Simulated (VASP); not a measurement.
Here is a VASP 6.6.1 calculation.

File INCAR:

```
SYSTEM = SiC
  ALGO = Normal
  EDIFF = 1E-7
  ENCUT = 520
  GGA = CA
  ISIF = 2
  ISMEAR = -1
  LASPH = .TRUE.
  LCHARG = .FALSE.
  LREAL = .FALSE.
  LWAVE = .FALSE.
  NBANDS = 11
  NELM = 80
  PREC = Accurate
  SIGMA = 0.05
```

KPOINTS

```
k-points
0
G
  17 17 17
  0 0 0
```

File POSCAR:

```
SiC
1.0
    0.0000000000      2.1644310222      2.1644310222
    2.1644310222      0.0000000000      2.1644310222
    2.1644310222      2.1644310222      0.0000000000
Si C
1 1
Direct
    0.0000000000      0.0000000000      0.0000000000
    0.2500000000      0.2500000000      0.2500000000
```

Potentials or basis: VASP PAW LDA potentials, release 64 (Si, C).

Command:

```console
$ cat potpaw_LDA.64/Si/POTCAR potpaw_LDA.64/C/POTCAR > POTCAR
$ mpirun -np 1 vasp_std > vasp.out
```

Problem. Predict the pressure.

Solution. 0.4 GPa.

Problem. Predict the band gap on the k mesh.

Solution. 1.33 eV, indirect (least direct gap 4.54 eV).

 A k mesh can miss the band edges.
